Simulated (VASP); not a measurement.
## AlN: single point with PBE

The system is AlN.

```
CELL_PARAMETERS angstrom
0.00000 2.22342 2.22342
2.22342 0.00000 2.22342
2.22342 2.22342 0.00000
ATOMIC_POSITIONS crystal
Al 0.00000 0.00000 0.00000
N 0.75000 0.75000 0.75000
```

This cell differs from its parent crystal: volume scaled by 1.03.

* Program: VASP 6.6.1
* Task: single point
* Functional: PBE
* Potentials or basis: VASP PAW PBE potentials, release 64 (Al, N)
* Cutoff: 600 eV
* k mesh: 10 × 10 × 10
* Occupations: gaussian, width 0.02 eV
* Spin: no spin polarisation

```
Pressure               : -5.8 GPa
Band gap on the k mesh : 3.29 eV, indirect (least direct gap 3.73 eV)
```

Levels at points of the mesh, in eV from the valence-band top:
| k point | band 1 | band 2 | band 3 | band 4 | band 5 | band 6 | band 7 | band 8 | band 9 |
| --- | --- | --- | --- | --- | --- | --- | --- | --- | --- |
| (0.00, 0.00, 0.00) | -14.68 | 0.00 | 0.00 | 0.00 | 3.73 | 12.04 | 12.04 | 12.04 | 17.26 |
| (0.50, 0.00, 0.00) | -12.78 | -5.63 | -0.47 | -0.47 | 6.90 | 9.50 | 10.81 | 10.81 | 17.29 |
| (0.50, 0.50, 0.00) | -12.20 | -4.74 | -1.72 | -1.72 | 3.29 | 8.29 | 13.25 | 15.07 | 15.07 |

It took 14 s on 1 thread of Intel(R) Xeon(R) Platinum 8488C (Sapphire Rapids), with other jobs on the host, peak memory 0.15 GiB.

 A k mesh can miss the band edges.
